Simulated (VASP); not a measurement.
# GeS (Pnma) in VASP: further runs, part 2 of 2

VASP 6.6.1. The steps go on from the part before.

## (4) Single point, PBE

This run uses another cell than the first one: it holds 8 atoms, not 48.

INCAR

```
SYSTEM = GeS
  PREC = Accurate
  ENCUT = 500
  EDIFF = 1E-6
  ISMEAR = 0
  SIGMA = 0.02
  LREAL = .False.
  LASPH = .True.
  NELM = 120
  ALGO = Normal
  ISIF = 2
  LWAVE = .False.
  LCHARG = .False.
  GGA = PE
  NBANDS = 50
  GGA_COMPAT = .False.
```

KPOINTS

```
Automatic mesh
0
Gamma
  4 8 6
  0.5 0.5 0.5
```

POSCAR

```
GeS
1.0
   10.7854111416      0.0000000000      0.0000000000
    0.0000000000      3.6648200634      0.0000000000
    0.0000000000      0.0000000000      4.4582437440
Ge S
4 4
Direct
    0.8740332185      0.2500000000      0.3645159732
    0.1259667815      0.7500000000      0.6354840268
    0.6259667815      0.7500000000      0.8645159732
    0.3740332185      0.2500000000      0.1354840268
    0.6529281366      0.2500000000      0.5025668628
    0.3470718634      0.7500000000      0.4974331372
    0.8470718634      0.7500000000      0.0025668628
    0.1529281366      0.2500000000      0.9974331372
```

Potentials or basis: VASP PAW PBE potentials, release 64 (Ge_d, S).

The run is started by

```console
$ cat potpaw_PBE.64/Ge_d/POTCAR potpaw_PBE.64/S/POTCAR > POTCAR
$ mpirun -np 1 vasp_std > vasp.out
```

OUTCAR:

```text
SYSTEM = GeS
   PREC = Accurate
   ENCUT = 500
   EDIFF = 1E-6
   ISMEAR = 0
   LREAL = .False.
   LASPH = .True.
   NELM = 120
   ISIF = 2
   GGA = PE

 ion  position               nearest neighbor table
   1  0.874  0.250  0.365-   7 2.46   7 2.46   5 2.46
   2  0.126  0.750  0.635-   8 2.46   8 2.46   6 2.46
   3  0.626  0.750  0.865-   5 2.46   5 2.46   7 2.46
   4  0.374  0.250  0.135-   6 2.46   6 2.46   8 2.46
   5  0.653  0.250  0.503-   3 2.46   3 2.46   1 2.46
   6  0.347  0.750  0.497-   4 2.46   4 2.46   2 2.46
   7  0.847  0.750  0.003-   1 2.46   1 2.46   3 2.46
   8  0.153  0.250  0.997-   2 2.46   2 2.46   4 2.46

  LATTYP: Found a simple orthorhombic cell.
 ALAT       =     3.6648200634
 B/A-ratio  =     1.2164973087
 C/A-ratio  =     2.9429578956

  Lattice vectors:

 A1 = (   0.0000000000,   3.6648200634,   0.0000000000)
 A2 = (   0.0000000000,   0.0000000000,   4.4582437440)
 A3 = (  10.7854111416,   0.0000000000,   0.0000000000)

Analysis of symmetry for initial positions (statically):
=====================================================================
 Subroutine PRICEL returns:
 Original cell was already a primitive cell.

 Routine SETGRP: Setting up the symmetry group for a
 simple orthorhombic supercell.

 Subroutine GETGRP returns: Found  8 space group operations
 (whereof  2 operations were pure point group operations)
 out of a pool of  8 trial point group operations.

The static configuration has the point symmetry S_2 .
 The point group associated with its full space group is D_2h.

Analysis of symmetry for dynamics (positions and initial velocities):
=====================================================================
 Subroutine PRICEL returns:
 Original cell was already a primitive cell.

[... 140 lines left out ...]
  volume/ion in A,a.u.               =      22.03       148.65
  Fermi-wavevector in a.u.,A,eV,Ry     =   1.258212  2.377676 21.539343  1.583097
  Thomas-Fermi vector in A             =   2.391833
   LORBIT       =      0    0 simple, 1 ext, 2 COOP (PROOUT), +10 PAW based schemes
   GGA     = PE    functional components
   LHFCALC =     F    Hartree Fock is set to
   AEXX    =    0.0000 exact exchange contribution
   IVDW    =     0    specifies the selected vdW correction
   LEPSILON=     F    determine dielectric tensor
   LRPA    =     F    only Hartree local field effects (RPA)
 non-spin polarized calculation
 Gauss-broadening in eV      SIGMA  =   0.02
  energy-cutoff  :      500.00
  volume of cell :      176.22
 maximum number of plane-waves:      4491
 NGX is ok and might be reduce to    80

 number of electron      80.0000016 magnetization

 Free energy of the ion-electron system (eV)
  ---------------------------------------------------
  ext. energy  EPLUGINS =         0.00000000
  ---------------------------------------------------
  free energy    TOTEN  =       -36.64946300 eV

  energy without entropy =      -36.64946300  energy(sigma->0) =      -36.64946300

 E-fermi :   4.3468     XC(G=0):  -9.7478

 val. band max:        4.2099148766   @ k =   0.1250   0.0625   0.0833
 cond. band min:       5.6077972216   @ k =   0.1250   0.4375   0.0833
 fundamental gap:      1.3978823450
 Fermi energy:         4.3467788623

 k-point     1 :       0.1250    0.0625    0.0833
  band No.  band energies     occupation
      1     -20.1100      2.00000
      2     -20.1084      2.00000
      3     -20.1037      2.00000
      4     -20.1027      2.00000
      5     -20.1017      2.00000
      6     -20.1010      2.00000
[... 1261 lines left out ...]
     49      10.2063      0.00000
     50      10.5408      0.00000

------------------------ aborting loop because EDIFF is reached ----------------------------------------

  FORCE on cell =-STRESS in cart. coord.  units (eV):
  Direction    XX          YY          ZZ          XY          YZ          ZX
  --------------------------------------------------------------------------------------
  -------------------------------------------------------------------------------------
  Total       -0.1228214     -0.1106989     -0.0410865      0.0000000     -0.0000000      0.0000000
  in kB       -1.1166870     -1.0064699     -0.3735568      0.0000000     -0.0000000      0.0000000
  external PRESSURE =      -0.8322379 kB  Pullay stress =       0.0000000 kB

 VOLUME and BASIS-vectors are now :
 -----------------------------------------------------------------------------
  energy-cutoff  :      500.00
  volume of cell :      176.22
      direct lattice vectors                 reciprocal lattice vectors
    10.785411142  0.000000000  0.000000000     0.092717838  0.000000000  0.000000000
     0.000000000  3.664820063  0.000000000     0.000000000  0.272864693  0.000000000
     0.000000000  0.000000000  4.458243744     0.000000000  0.000000000  0.224303573

 POSITION                                       TOTAL-FORCE (eV/Angst)
 -----------------------------------------------------------------------------------
      9.42681      0.91621      1.62510        -0.001845      0.000000      0.007627
      1.35860      2.74862      2.83314         0.001845      0.000000     -0.007627
      6.75131      2.74862      3.85422         0.001845     -0.000000      0.007627
      4.03410      0.91621      0.60402        -0.001845      0.000000     -0.007627
      7.04210      0.91621      2.24057         0.003021     -0.000000     -0.005754
      3.74331      2.74862      2.21768        -0.003021      0.000000      0.005754
      9.13602      2.74862      0.01144        -0.003021      0.000000     -0.005754
      1.64939      0.91621      4.44680         0.003021      0.000000      0.005754
 -----------------------------------------------------------------------------------
    total drift:                                0.000000     -0.000000      0.000000

  FREE ENERGIE OF THE ION-ELECTRON SYSTEM (eV)
  ---------------------------------------------------
  free  energy   TOTEN  =       -36.6494629978 eV

  energy  without entropy=      -36.6494629978  energy(sigma->0) =      -36.64946300
```

Wall time 6.2 min (1 thread of Oxide Virtual Turin-like, shared host); peak memory 0.32 GiB.

Results:

```yaml
Free_energy: -36.6495 eV
Pressure: -0.1 GPa
Largest_force: 0.008 eV/Å
Band_gap_on_the_k_mesh: 1.40 eV (least direct gap 1.51 eV)
```

Forces in eV/Å, atoms in the order of the input:
```
Ge  -0.002  0.000  0.008
Ge   0.002  0.000 -0.008
Ge   0.002  0.000  0.008
Ge  -0.002  0.000 -0.008
S    0.003  0.000 -0.006
S   -0.003  0.000  0.006
S   -0.003  0.000 -0.006
S    0.003  0.000  0.006
```

Caveat: a shifted mesh leaves out Γ, where band edges can lie. A k mesh can miss the band edges.

## (5) Overview

| cell | k mesh | smearing | gap on the mesh (eV) | pressure (GPa) | largest force (eV/Å) |
| --- | --- | --- | --- | --- | --- |
| a = 8.916, b = 10.785, c = 10.994 Å, 48 atoms, atomic positions A | 2 × 2 × 2, shifted | gaussian 0.01 eV | 1.72 | -0.1 | 0.02 |
| a = 10.785, b = 3.665, c = 4.458 Å, 8 atoms, atomic positions B | 4 × 8 × 6 | gaussian 0.02 eV | 1.24 | -0.1 | 0.01 |
| a = 10.785, b = 3.665, c = 4.458 Å, 8 atoms, atomic positions B | 4 × 8 × 6, shifted | gaussian 0.02 eV | 1.40 | -0.1 | 0.01 |

Alike in all rows: task single point; level PBE; potentials or basis VASP PAW PBE potentials, release 64 (Ge_d, S); no spin polarisation; cutoff (eV) 500.

Caveats: a shifted mesh leaves out Γ, where band edges can lie (at least some runs).

Absolute energies hang on the potentials; compare differences alone.
